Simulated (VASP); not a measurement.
Here is a VASP 6.6.1 calculation.

INCAR

```
SYSTEM = PbO
PREC = Accurate
ENCUT = 600
EDIFF = 1E-6
ISMEAR = 0
SIGMA = 0.02
LREAL = .False.
LASPH = .True.
NELM = 60
ALGO = Normal
ISIF = 4
LWAVE = .False.
LCHARG = .False.
GGA = PE
IVDW = 12
IBRION = 2
NSW = 50
EDIFFG = -0.01
```

Contents of KPOINTS:

```
Automatic mesh
0
Gamma
  8 8 6
  0 0 0
```

Contents of POSCAR:

```
PbO
1.0
    3.9641659099      0.0000000000      0.0000000000
    0.0000000000      3.9641659099      0.0000000000
    0.0000000000      0.0000000000      4.5510755630
Pb O
2 2
Direct
    0.0000000000      0.5000000000      0.2564072297
    0.5000000000      0.0000000000      0.7435927703
    0.0000000000      0.0000000000      0.0000000000
    0.5000000000      0.5000000000      0.0000000000
```

Potentials or basis: VASP PAW PBE potentials, release 64 (Pb_d, O).

The run is started by

```console
$ cat potpaw_PBE.64/Pb_d/POTCAR potpaw_PBE.64/O/POTCAR > POTCAR
$ mpirun -np 1 vasp_std > vasp.out
```

Estimate the band gap on the k mesh.

0.90 eV (least direct gap 1.81 eV).

What does it give for the dispersion energy per atom?

-0.266 eV.

The path:
```
step  energy change (eV)  largest force (eV/Å)  pressure (GPa)  volume (Å³)
   1              0.0000                0.4642            6.45        71.52
   2             -0.0130                0.0787            5.16        71.52
   3             -0.0137                0.0277            4.79        71.52
   4             -0.0158                0.0164            4.65        71.52
   5             -0.0187                0.0132            4.31        71.52
   6             -0.0187                0.0140            4.28        71.52
   7             -0.0187                0.0152            4.26        71.52
   8             -0.0187                0.0154            4.27        71.52
   9             -0.0187                0.0071            4.19        71.52
```

Caveat: spin-orbit coupling is left out, which moves the levels of the heavy elements. A k mesh can miss the band edges.
